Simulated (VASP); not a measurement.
# Sn (P6_3/mmc) in VASP: a series of runs

Sn is run at these levels: BLYP; tasks: single point.

All numbers are computed with VASP 6.6.1; they aren't measurements. Logs are shortened: lines on timing, memory, paths and dates and some standing lists are left out, and cuts for length are marked.

### 1 The cell of the first run

Symmetry: P6_3/mmc, No. 194, hexagonal system. Conventional cell: a = 3.584 Å, b = 3.584 Å, c = 5.953 Å, α = 90.00°, β = 90.00°, γ = 120.00°. Sn (site symmetry -6m2) has 12 Sn at 3.58 to 3.63 Å within 4.7 Å.

### 2 Single point, BLYP (volume scaled by 1.08)

INCAR

```
PREC = Accurate ; ENCUT = 520
EDIFF = 1E-7 ; ISMEAR = -1
SIGMA = 0.1 ; LREAL = F
LASPH = T ; NELM = 100
ALGO = Normal ; ISIF = 2
LWAVE = F ; LCHARG = F
GGA = B5 ; ALDAX = 1.0
AGGAX = 1.0 ; AGGAC = 1.0
ALDAC = 0.0 ; NBANDS = 21
```

KPOINTS

```
Automatic mesh
0
Gamma
  12 12 6
```

POSCAR

```
Sn
1.0
    3.5841528945      0.0000000000      0.0000000000
   -1.7920764472      3.1039674577      0.0000000000
    0.0000000000      0.0000000000      5.9529593203
Sn
2
Direct
    0.3333333333      0.6666666667      0.2500000000
    0.6666666667      0.3333333333      0.7500000000
```

Potentials or basis: VASP PAW PBE potentials, release 64 (Sn_d).

Run with:

```
$ cat potpaw_PBE.64/Sn_d/POTCAR > POTCAR
$ mpirun -np 1 vasp_std > vasp.out
```

OUTCAR:

```text
PREC = Accurate
   ENCUT = 520
   EDIFF = 1E-7
   ISMEAR = -1
   LREAL = F
   LASPH = T
   NELM = 100
   ISIF = 2
   GGA = B5

 ion  position               nearest neighbor table
   1  0.333  0.667  0.250-   2 3.63   2 3.63   2 3.63   2 3.63   2 3.63   2 3.63
   2  0.667  0.333  0.750-   1 3.63   1 3.63   1 3.63   1 3.63   1 3.63   1 3.63

  LATTYP: Found a hexagonal cell.
 ALAT       =     3.5841528945
 C/A-ratio  =     1.6609110983

  Lattice vectors:

 A1 = (   3.5841528945,   0.0000000000,   0.0000000000)
 A2 = (  -1.7920764472,   3.1039674577,   0.0000000000)
 A3 = (   0.0000000000,   0.0000000000,   5.9529593203)

Analysis of symmetry for initial positions (statically):
=====================================================================
 Subroutine PRICEL returns:
 Original cell was already a primitive cell.

 Routine SETGRP: Setting up the symmetry group for a
 hexagonal supercell.

 Subroutine GETGRP returns: Found 24 space group operations
 (whereof 12 operations were pure point group operations)
 out of a pool of 24 trial point group operations.

The static configuration has the point symmetry D_3d.
 The point group associated with its full space group is D_6h.

Analysis of symmetry for dynamics (positions and initial velocities):
=====================================================================
 Subroutine PRICEL returns:
 Original cell was already a primitive cell.

 Routine SETGRP: Setting up the symmetry group for a
 hexagonal supercell.

 Subroutine GETGRP returns: Found 24 space group operations
 (whereof 12 operations were pure point group operations)
 out of a pool of 24 trial point group operations.

The dynamic configuration has the point symmetry D_3d.
 The point group associated with its full space group is D_6h.

 Subroutine INISYM returns: Found 24 space group operations
 (whereof 12 operations are pure point group operations),
 and found     1 'primitive' translations

----------------------------------------------------------------------------------------

                                     Primitive cell

  volume of cell :      66.2272

  direct lattice vectors                    reciprocal lattice vectors
     3.584152894  0.000000000  0.000000000     0.279005955  0.161084163  0.000000000
    -1.792076447  3.103967458  0.000000000     0.000000000  0.322168326  0.000000000
     0.000000000  0.000000000  5.952959320     0.000000000  0.000000000  0.167983678

  length of vectors
     3.584152894  3.584152894  5.952959320     0.322168326  0.322168326  0.167983678

  position of ions in fractional coordinates (direct lattice)
     0.333333333  0.666666667  0.250000000
     0.666666667  0.333333333  0.750000000

  ion indices of the primitive-cell ions
   primitive index   ion index
                 1           1
                 2           2

----------------------------------------------------------------------------------------

 KPOINTS: Automatic mesh

Automatic generation of k-mesh.
 Grid dimensions read from file:
 generate k-points for:   12   12    6

 Generating k-lattice:

  Cartesian coordinates                     Fractional coordinates (reciprocal lattice)
     0.023250496  0.013423680  0.000000000     0.083333333  0.000000000  0.000000000
     0.000000000  0.026847361  0.000000000     0.000000000  0.083333333  0.000000000
     0.000000000  0.000000000  0.027997280     0.000000000  0.000000000  0.166666667

  Length of vectors
     0.026847361  0.026847361  0.027997280

  Shift w.r.t. Gamma in fractional coordinates (k-lattice)
     0.000000000  0.000000000  0.000000000

 Subroutine IBZKPT returns following result:
 ===========================================

 Found     76 irreducible k-points:

 Following reciprocal coordinates:
            Coordinates               Weight
  0.000000  0.000000  0.000000      1.000000
  0.083333  0.000000  0.000000      6.000000
  0.166667 -0.000000  0.000000      6.000000
  0.250000 -0.000000  0.000000      6.000000
  0.333333 -0.000000  0.000000      6.000000
  0.416667  0.000000  0.000000      6.000000
[... 16 lines left out ...]
  0.250000 -0.000000  0.166667     12.000000
  0.333333 -0.000000  0.166667     12.000000
 [... further k-points ...]
   k-points           NKPTS =     76   k-points in BZ     NKDIM =     76   number of bands    NBANDS=     21
   number of dos      NEDOS =    301   number of ions     NIONS =      2
   total plane-waves  NPLWV =  37632
   dimension x,y,z NGX =    28 NGY =   28 NGZ =   48
   dimension x,y,z NGXF=    56 NGYF=   56 NGZF=   96
   ions per type =               2
   NGX,Y,Z   is equivalent  to a cutoff of  12.99, 12.99, 13.40 a.u.
   NGXF,Y,Z  is equivalent  to a cutoff of  25.97, 25.97, 26.81 a.u.
 SYSTEM =  unknown system
   PREC   = accura    normal or accurate (medium, high low for compatibility)
   ISTART =      0    job   : 0-new  1-cont  2-samecut
   ICHARG =      2    charge: 1-file 2-atom 10-const
   ISPIN  =      1    spin polarized calculation?
   LNONCOLLINEAR =      F non collinear calculations
   LSORBIT =      F    spin-orbit coupling
   LASPH  =      T    aspherical Exc in radial PAW
   ENCUT  =  520.0 eV  38.22 Ry    6.18 a.u.   6.66  6.66 11.07*2*pi/ulx,y,z
   NELM   =    100;   NELMIN=  2; NELMDL= -5     # of ELM steps
   EDIFF  = 0.1E-06   stopping-criterion for ELM
   LREAL  =      F    real-space projection
   EDIFFG = 0.1E-05   stopping-criterion for IOM
   NSW    =      0    number of steps for IOM
   IBRION =     -1    ionic relax: 0-MD 1-quasi-New 2-CG
   NFREE  =      0    steps in history (QN), initial steepest desc. (CG)
   ISIF   =      2    stress and relaxation
   ISYM   =      2    0-nonsym 1-usesym 2-fastsym
   POTIM  = 0.5000    time-step for ionic-motion
   TEBEG  =    0.0;   TEEND  =   0.0 temperature during run
   PSTRESS=    0.0 pullay stress
   NELECT =      28.0000    total number of electrons
   NUPDOWN=      -1.0000    fix difference up-down
   EMIN   =  10.00;   EMAX   =-10.00  energy-range for DOS
   EFERMI =   0.00;   METHOD = LEGACY
   ISMEAR =    -1;   SIGMA  =   0.10  broadening in eV -4-tet -1-fermi 0-gaus
   EFERMI_NEDOS =   21; number of points for ismear=-14 and -15
   IALGO  =     38    algorithm
   IMIX   =      4    mixing-type and parameters
     AMIX     =   0.40;   BMIX     =  1.00
     AMIX_MAG =   1.60;   BMIX_MAG =  1.00
  volume/ion in A,a.u.               =      33.11       223.46
  Fermi-wavevector in a.u.,A,eV,Ry     =   1.228708  2.321921 20.541029  1.509723
  Thomas-Fermi vector in A             =   2.363623
   LORBIT       =      0    0 simple, 1 ext, 2 COOP (PROOUT), +10 PAW based schemes
   GGA     = B5    functional components
   LHFCALC =     F    Hartree Fock is set to
   AEXX    =    0.0000 exact exchange contribution
   IVDW    =     0    specifies the selected vdW correction
   LEPSILON=     F    determine dielectric tensor
   LRPA    =     F    only Hartree local field effects (RPA)
 non-spin polarized calculation
  energy-cutoff  :      520.00
  volume of cell :       66.23
 maximum number of plane-waves:      1814
 NGX is ok and might be reduce to    28
   NGX = 13   NGY = 13   NGZ = 23

 number of electron      28.0000001 magnetization

 Free energy of the ion-electron system (eV)
  ---------------------------------------------------
  ext. energy  EPLUGINS =         0.00000000
  ---------------------------------------------------
  free energy    TOTEN  =        -5.90239826 eV

  energy without entropy =       -5.85970175  energy(sigma->0) =       -5.88105000

 E-fermi :   6.3849     XC(G=0):  -8.8684

 val. band max:        6.3838670328   @ k =   0.3333   0.0833   0.0000
 cond. band min:       6.4162473578   @ k =   0.1667   0.1667   0.5000
 fundamental gap:      0.0323803250
 Fermi energy:         6.3848553278

 k-point     1 :       0.0000    0.0000    0.0000
  band No.  band energies     occupation
      1     -15.0888      2.00000
      2     -15.0797      2.00000
      3     -15.0781      2.00000
      4     -15.0781      2.00000
      5     -15.0736      2.00000
      6     -15.0736      2.00000
[... 13 lines left out ...]
     20      16.0764      0.00000
     21      17.1639      0.00000

 k-point     2 :       0.0833    0.0000    0.0000
  band No.  band energies     occupation
      1     -15.0889      2.00000
      2     -15.0807      2.00000
      3     -15.0758      2.00000
      4     -15.0730      2.00000
      5     -15.0700      2.00000
      6     -15.0685      2.00000
[... 13 lines left out ...]
     20      15.9570      0.00000
     21      17.1568      0.00000

 k-point     3 :       0.1667   -0.0000    0.0000
  band No.  band energies     occupation
      1     -15.0948      2.00000
      2     -15.0760      2.00000
      3     -15.0740      2.00000
      4     -15.0629      2.00000
      5     -15.0609      2.00000
      6     -15.0588      2.00000
[... 13 lines left out ...]
     20      15.9984      0.00000
     21      16.7102      0.00000

 k-point     4 :       0.2500   -0.0000    0.0000
  band No.  band energies     occupation
      1     -15.1040      2.00000
      2     -15.0775      2.00000
      3     -15.0713      2.00000
      4     -15.0663      2.00000
      5     -15.0629      2.00000
      6     -15.0394      2.00000
[... 13 lines left out ...]
     20      15.1725      0.00000
     21      16.3273      0.00000

 k-point     5 :       0.3333   -0.0000    0.0000
  band No.  band energies     occupation
      1     -15.1128      2.00000
      2     -15.0806      2.00000
      3     -15.0803      2.00000
      4     -15.0714      2.00000
      5     -15.0505      2.00000
      6     -15.0369      2.00000
[... 13 lines left out ...]
     20      14.7811      0.00000
     21      15.9358      0.00000
[... 382 lines left out ...]
     20      15.9977      0.00000
     21      16.7336      0.00000

 k-point    22 :       0.1667   -0.0000    0.1667
  band No.  band energies     occupation
      1     -15.0939      2.00000
      2     -15.0797      2.00000
      3     -15.0767      2.00000
      4     -15.0653      2.00000
      5     -15.0627      2.00000
      6     -15.0558      2.00000
[... 13 lines left out ...]
     20      15.8030      0.00000
     21      16.0327      0.00000

 k-point    23 :       0.2500   -0.0000    0.1667
  band No.  band energies     occupation
      1     -15.1028      2.00000
      2     -15.0821      2.00000
      3     -15.0756      2.00000
      4     -15.0638      2.00000
      5     -15.0557      2.00000
      6     -15.0429      2.00000
[... 13 lines left out ...]
     20      14.6809      0.00000
     21      15.5129      0.00000

 k-point    24 :       0.3333   -0.0000    0.1667
  band No.  band energies     occupation
      1     -15.1111      2.00000
      2     -15.0866      2.00000
      3     -15.0802      2.00000
      4     -15.0675      2.00000
      5     -15.0496      2.00000
      6     -15.0396      2.00000
[... 13 lines left out ...]
     20      14.0664      0.00000
     21      15.4167      0.00000

 [... further k-points ...]
[... 5 lines left out ...]
  --------------------------------------------------------------------------------------
  -------------------------------------------------------------------------------------
  Total       -0.9334543     -0.9334543     -0.9570937     -0.0000000      0.0000000      0.0000000
  in kB      -22.5822409    -22.5822409    -23.1541282     -0.0000000      0.0000000      0.0000000
  external PRESSURE =     -22.7728700 kB  Pullay stress =       0.0000000 kB

 VOLUME and BASIS-vectors are now :
 -----------------------------------------------------------------------------
  energy-cutoff  :      520.00
  volume of cell :       66.23
      direct lattice vectors                 reciprocal lattice vectors
     3.584152894  0.000000000  0.000000000     0.279005955  0.161084163  0.000000000
    -1.792076447  3.103967458  0.000000000     0.000000000  0.322168326  0.000000000
     0.000000000  0.000000000  5.952959320     0.000000000  0.000000000  0.167983678

 POSITION                                       TOTAL-FORCE (eV/Angst)
 -----------------------------------------------------------------------------------
     -0.00000      2.06931      1.48824         0.000000      0.000000      0.000000
      1.79208      1.03466      4.46472        -0.000000      0.000000      0.000000
 -----------------------------------------------------------------------------------
    total drift:                               -0.000000      0.000000      0.000000

  FREE ENERGIE OF THE ION-ELECTRON SYSTEM (eV)
  ---------------------------------------------------
  free  energy   TOTEN  =        -5.9023982555 eV

  energy  without entropy=       -5.8597017503  energy(sigma->0) =       -5.88105000
```

Run time: 2.6 min. Hardware: 1 thread of AMD EPYC 7R13 (Zen 3), shared host; peak memory 0.2 GiB.

What came out:

- Free energy: -5.9024 eV
- Pressure: -2.3 GPa
- Band gap on the k mesh: zero (band 14 reaches 11.09 eV, above the bottom of band 15 at 4.51 eV)

Caveat: the cell differs from its parent crystal (volume scaled by 1.08); the PAW data sets were made with another functional, which shifts forces and pressure a little; spin-orbit coupling is left out, which moves the levels of the heavy elements.

### 3 Single point, BLYP (volume scaled by 1.12)

INCAR

```
SYSTEM = Sn
  PREC = Accurate
  ENCUT = 520
  EDIFF = 1E-7
  ISMEAR = -1
  SIGMA = 0.1
  LREAL = .False.
  LASPH = .True.
  NELM = 100
  ALGO = Normal
  ISIF = 2
  LWAVE = .False.
  LCHARG = .False.
  GGA = B5
  ALDAX = 1.0
  AGGAX = 1.0
  AGGAC = 1.0
  ALDAC = 0.0
  NBANDS = 21
```

KPOINTS

```
regular mesh
0
Gamma
  12 12 6
  0 0 0
```

POSCAR

```
Sn
1.0
    3.6278663843      0.0000000000      0.0000000000
   -1.8139331921      3.1418244503      0.0000000000
    0.0000000000      0.0000000000      6.0255635407
Sn
2
Direct
    0.3333333333      0.6666666667      0.2500000000
    0.6666666667      0.3333333333      0.7500000000
```

Potentials or basis: VASP PAW PBE potentials, release 64 (Sn_d).

Run with:

```
$ cat potpaw_PBE.64/Sn_d/POTCAR > POTCAR
$ mpirun -np 1 vasp_std > vasp.out
```

Wall time 2.5 min (1 thread of AMD EPYC 7R13 (Zen 3), shared host); peak memory 0.2 GiB.

Results (log left out):

* Free energy: -5.8626 eV
* Pressure: -3.1 GPa
* Band gap on the k mesh: zero (band 14 reaches 10.53 eV, above the bottom of band 15 at 4.25 eV)

Levels at points of the mesh, in eV from the Fermi level:
```
           k point  band 10  band 11  band 12  band 13  band 14  band 15  band 16  band 17  band 18  band 19
(0.00, 0.00, 0.00)   -21.41    -9.65    -6.75    -3.42     4.47     4.47     5.56     5.72     5.72     8.41
(0.50, 0.00, 0.00)   -21.39    -6.71    -5.67    -2.38    -1.29    -0.42     1.42     1.82     4.34     5.64
(0.00, 0.00, 0.50)   -21.42    -8.67    -8.67     0.52     0.52     5.08     5.08     5.08     5.08     9.24
(0.50, 0.00, 0.50)   -21.40    -6.06    -6.06    -3.00    -3.00     2.74     2.74     2.80     2.80     6.68
```

Caveat: the cell differs from its parent crystal (volume scaled by 1.12); the PAW data sets were made with another functional, which shifts forces and pressure a little; spin-orbit coupling is left out, which moves the levels of the heavy elements.

### 4 Single point, BLYP

This run uses another cell than the first one, of 30.66 Å³/atom, 0.926 times its volume.

INCAR

```
PREC = Accurate
ENCUT = 520
EDIFF = 1E-6
ISMEAR = -1
SIGMA = 0.1
LREAL = F
LASPH = T
NELM = 80
ALGO = Normal
ISIF = 2
LWAVE = F
LCHARG = T
GGA = B5
ALDAX = 1.0
AGGAX = 1.0
AGGAC = 1.0
ALDAC = 0.0
LELF = T
LVHAR = T
NBANDS = 21
```

KPOINTS

```
regular mesh
0
Gamma
  17 17 9
```

POSCAR

```
Sn
1.0
    3.4933755466      0.0000000000      0.0000000000
   -1.7466877733      3.0253519683      0.0000000000
    0.0000000000      0.0000000000      5.8021862158
Sn
2
Direct
    0.3333333333      0.6666666667      0.2500000000
    0.6666666667      0.3333333333      0.7500000000
```

Run with:

```
$ cat potpaw_PBE.64/Sn_d/POTCAR > POTCAR
$ mpirun -np 1 vasp_std > vasp.out
```

It took 5.8 min on 1 thread of AMD EPYC 7R13 (Zen 3), shared host; peak memory 0.26 GiB.

It converged, with:

```
Free energy            : -5.9277 eV
Pressure               : 0.0 GPa
Band gap on the k mesh : zero (band 14 reaches 12.31 eV, above the bottom of band 15 at 5.39 eV)
```

Stress tensor (GPa, compression positive):
```
 0.03  0.00  0.00
 0.00  0.03  0.00
 0.00  0.00 -0.09
```

Levels at points of the mesh, in eV from the Fermi level:
```tsv
k point	band 11	band 12	band 13	band 14	band 15	band 16	band 17	band 18
(0.00, 0.00, 0.00)	-10.30	-6.87	-3.92	5.08	5.08	6.38	6.54	6.54
```

Caveat: the PAW data sets were made with another functional, which shifts forces and pressure a little; spin-orbit coupling is left out, which moves the levels of the heavy elements.

### 5 The runs side by side

```tsv
cell	k mesh	gap on the mesh (eV)	pressure (GPa)
a = 3.584, b = 3.584, c = 5.953 Å, angles 90.0, 90.0, 120.0°, 2 atoms	12 × 12 × 6	none	-2.3
a = 3.628, b = 3.628, c = 6.026 Å, angles 90.0, 90.0, 120.0°, 2 atoms	12 × 12 × 6	none	-3.1
a = 3.493, b = 3.493, c = 5.802 Å, angles 90.0, 90.0, 120.0°, 2 atoms	17 × 17 × 9	none	0.0
```

Alike in all rows: task single point; level BLYP; potentials or basis VASP PAW PBE potentials, release 64 (Sn_d); no spin polarisation; cutoff (eV) 520; smearing fermi-dirac 0.1 eV.

Caveats: the PAW data sets were made with another functional, which shifts forces and pressure a little; spin-orbit coupling is left out, which moves the levels of the heavy elements.

Total energies depend on the potentials used, so only differences within one code and one set of settings carry meaning.
